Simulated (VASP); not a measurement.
Here is a VASP 6.6.1 calculation.

Contents of INCAR:

```
SYSTEM = Mg
PREC = Accurate ; ENCUT = 520
EDIFF = 1E-6 ; ISMEAR = 0
SIGMA = 0.1 ; LREAL = .False.
LASPH = .True. ; NELM = 60
ALGO = Normal ; ISIF = 2
LWAVE = .False. ; LCHARG = .False.
GGA = CA ; NBANDS = 7
```

Contents of KPOINTS:

```
regular mesh
0
Gamma
  20 20 20
  0 0 0
```

Contents of POSCAR:

```
Mg
1.0
   -1.3983970695      1.3983970695      1.3983970695
    1.3983970695     -1.3983970695      1.3983970695
    1.3983970695      1.3983970695     -1.3983970695
Mg
1
Direct
    0.0000000000      0.0000000000      0.0000000000
```

Potentials or basis: VASP PAW LDA potentials, release 64 (Mg).

Command:

```bash
$ cat potpaw_LDA.64/Mg/POTCAR > POTCAR
$ mpirun -np 1 vasp_std > vasp.out
```

(1) What does it give for the band gap on the k mesh?

(2) What does it give for the pressure?

Answers

(1) zero (band 1 reaches 11.62 eV, above the bottom of band 2 at 6.88 eV).

(2) 101.7 GPa.
